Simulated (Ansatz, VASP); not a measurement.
Two plane-wave programs on CdS

The input INCAR:

```
SYSTEM = CdS
PREC = Accurate
ENCUT = 500
EDIFF = 1E-6
ISMEAR = 0
SIGMA = 0.01
LREAL = .False.
LASPH = .True.
NELM = 120
ALGO = Normal
ISIF = 2
LWAVE = .False.
LCHARG = .False.
GGA = PS
NBANDS = 16
GGA_COMPAT = .False.
```

File KPOINTS:

```
regular mesh
0
Gamma
  6 6 4
  0 0 0
```

Contents of POSCAR:

```
CdS
1.0
    4.2611700000      0.0000000000      0.0000000000
   -2.1305850000      3.6902814698      0.0000000000
    0.0000000000      0.0000000000      5.8041730000
Cd S
1 1
Direct
    0.0000000000      0.0000000000      0.4426920000
    0.6666666667      0.3333333333      0.4343080000
```

Input for Ansatz:

```yaml
crystal:
  lattice:
    a: 4.26117
    b: 4.26117
    c: 5.804173
    alpha: 90.0
    beta: 90.0
    gamma: 120.0
  space_group: 156
  atoms:
    - { symbol: Cd, position: [0.0, 0.0, 0.442692] }
    - { symbol: S, position: [0.6666666666666666, 0.3333333333333333, 0.434308] }
basis:
  ecutwfc: 475.0
kpoints:
  mp_grid:
    grid: [6, 6, 4]
hamiltonian:
  xc: pbesol
scf:
  occupations:
    method: fixed
output:
  stress: true
```

Alike in both runs: task single point; functional PBEsol; k mesh 6 × 6 × 4; no spin polarisation.

```csv
,VASP,Ansatz
version,VASP 6.6.1,Ansatz 0.2.0
potentials or method,"VASP PAW PBE potentials, release 64 (Cd, S), cutoff 500 eV","plane waves, PAW"
occupations,"gaussian, width 0.01 eV",fixed
valence electrons in the cell,18,26
```

|  | VASP | Ansatz | Ansatz less VASP |
| --- | --- | --- | --- |
| pressure (GPa) | -1.3 | -1.5 | -0.19 |
| traceless stress, the component that is largest in VASP (GPa) | 1.29 | 1.49 | +0.208 |

VASP's potentials were made for PBE, not for PBEsol. VASP's potentials hold 18 valence electrons a cell and Ansatz's 26, so a difference there can come from the potentials and not from the codes.
